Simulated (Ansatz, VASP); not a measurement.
## BN in VASP and in Ansatz

File INCAR:

```
SYSTEM = BN
  PREC = Accurate
  ENCUT = 520
  EDIFF = 1E-6
  ISMEAR = 0
  SIGMA = 0.05
  LREAL = .FALSE.
  LASPH = .TRUE.
  NELM = 80
  ALGO = Normal
  ISIF = 2
  LWAVE = .FALSE.
  LCHARG = .TRUE.
  GGA = PE
  LELF = .TRUE.
  LVHAR = .TRUE.
  NBANDS = 26
```

KPOINTS

```
Automatic mesh
0
G
  6 6 10
  0 0 0
```

File POSCAR:

```
BN
1.0
    4.3232000000      0.0000000000      0.0000000000
    0.0000000000      4.3232000000      0.0000000000
    0.0000000000      0.0000000000      2.6257000000
B N
4 4
Direct
    0.1742811368      0.8257188632      0.5000000000
    0.3257188632      0.3257188632      0.0000000000
    0.6742811368      0.6742811368      0.0000000000
    0.8257188632      0.1742811368      0.5000000000
    0.8126115048      0.8126115048      0.5000000000
    0.3126115048      0.6873884952      0.0000000000
    0.6873884952      0.3126115048      0.0000000000
    0.1873884952      0.1873884952      0.5000000000
```

Input for Ansatz:

```yaml
crystal:
  lattice:
    - [4.3232, 0.0, 0.0]
    - [0.0, 4.3232, 0.0]
    - [0.0, 0.0, 2.6257]
  atoms:
    - { symbol: B, position: [0.1742811368, 0.8257188632, 0.5] }
    - { symbol: B, position: [0.3257188632, 0.3257188632, 0.0] }
    - { symbol: B, position: [0.6742811368, 0.6742811368, 0.0] }
    - { symbol: B, position: [0.8257188632, 0.1742811368, 0.5] }
    - { symbol: "N", position: [0.8126115048, 0.8126115048, 0.5] }
    - { symbol: "N", position: [0.3126115048, 0.6873884952, 0.0] }
    - { symbol: "N", position: [0.6873884952, 0.3126115048, 0.0] }
    - { symbol: "N", position: [0.1873884952, 0.1873884952, 0.5] }
basis:
  ecutwfc: 520.0
kpoints:
  mp_grid: { grid: [6, 6, 10] }
hamiltonian:
  xc: pbe
  pseudopotentials: { kind: paw, azcp: { folder: soft_1 } }
scf:
  occupations: { method: gaussian, width: 0.05 }
output:
  forces: true
  stress: true
  eigenvalues: true
  write_density: true
  write_potential: true
  elf: true
  volumetric_format: npy
```

Alike in both runs: task single point; functional PBE; k mesh 6 × 6 × 10; occupations gaussian, width 0.05 eV; no spin polarisation.

|  | VASP | Ansatz |
| --- | --- | --- |
| version | VASP 6.6.1 | Ansatz 0.2.0 |
| potentials or method | VASP PAW PBE potentials, release 64 (B, N), cutoff 520 eV | scalar-relativistic, plane waves, PAW |
| valence electrons in the cell | 32 | 32 |

|  | VASP | Ansatz | Ansatz less VASP |
| --- | --- | --- | --- |
| gap on the k mesh at the Fermi level (eV) | 4.72 | 4.74 | +0.013 |
| least direct gap on the mesh (eV) | 5.75 | 5.77 | +0.014 |
| pressure (GPa) | 5.5 | 5.1 | -0.43 |
| traceless stress, the component that is largest in VASP (GPa) | -28.58 | -28.43 | +0.157 |
| rms of the force components (eV/Å) | 0.259 | 0.249 | -0.0098 |

Atom by atom the forces differ by 0.011 eV/Å (rms over components).
